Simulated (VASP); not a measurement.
Nd3H: single point with PBE

The system is Nd3H.

```
Nd H
1.0
     3.62884    0.00000    0.00000
    -1.81442    3.14266    0.00000
     0.00000    0.00000    9.25800
Nd H
3 1
Direct
  0.66667 0.33333 0.50000
  0.33333 0.66667 0.17707
  0.33333 0.66667 0.82293
  0.66667 0.33333 0.00000
```

The cell was built from a structure type or drawn by symmetry, and may not be a known phase.

```
Program             : VASP 6.6.1
Task                : single point
Functional          : PBE
Potentials or basis : VASP PAW PBE potentials, release 64 (Nd_3, H), 4f in core
Cutoff              : 500 eV
k mesh              : 12 × 12 × 6
Occupations         : gaussian, width 0.1 eV
Spin                : no spin polarisation
```

The pressure is 0.1 GPa. The largest force is 0.023 eV/Å and the band gap on the k mesh is zero (bands 17 and 18 overlap by 0.71 eV).

Forces on the atoms (eV/Å):
```
Nd   0.000  0.000  0.000
Nd   0.000  0.000 -0.023
Nd   0.000  0.000  0.023
H    0.000  0.000  0.000
```

Levels at points of the mesh, in eV from the Fermi level:
```csv
k point,band 15,band 16,band 17,band 18,band 19,band 20
"(0.00, 0.00, 0.00)",-2.12,-0.98,0.62,1.30,1.30,1.45
"(0.50, 0.00, 0.00)",-1.47,-1.45,-0.44,0.37,1.09,1.35
"(0.00, 0.00, 0.50)",-1.87,-0.72,0.46,1.30,1.30,1.31
"(0.50, 0.00, 0.50)",-1.58,-1.22,-1.06,0.13,0.60,1.26
```

It took 76 s on 1 thread of Intel(R) Xeon(R) 6975P-C (Granite Rapids), on a shared host, peak memory 0.32 GiB.

Caveat: spin-orbit coupling is left out, which moves the levels of the heavy elements; the 4f electrons are frozen in the core, so they carry no moment and show no levels. Spin polarisation is off, so any magnetic state and its effect on volume and gap are missing.
